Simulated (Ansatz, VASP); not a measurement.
## K in VASP and in Ansatz

```xyz
3
Lattice="7.5046 0.0000 0.0000 -3.7523 6.4992 0.0000 0.0000 0.0000 4.5408" Properties=species:S:1:pos:R:3 pbc="T T T"
K     0.0000    4.3328    2.2704
K     0.0000    0.0000    0.0000
K     3.7523    2.1664    2.2704
```

Alike in both runs: functional PBE; k mesh 9 × 9 × 8; occupations gaussian, width 0.1 eV; no spin polarisation.

Ansatz relaxed the structure, and its values are those at the end. VASP's run is a single point on that final structure, the one shown.

|  | VASP | Ansatz |
| --- | --- | --- |
| version | VASP 6.6.1 | Ansatz 0.2.0 |
| potentials or method | VASP PAW PBE potentials, release 64 (K_sv), cutoff 520 eV | scalar-relativistic, plane waves, PAW |
| valence electrons in the cell | 27 | 27 |

```tsv
	VASP	Ansatz	Ansatz less VASP
gap on the k mesh at the Fermi level (eV)	none	none	-
pressure (GPa)	0.0	0.0	+0.01
```

A gap of «none» marks a metal or a gap that the smearing closes.
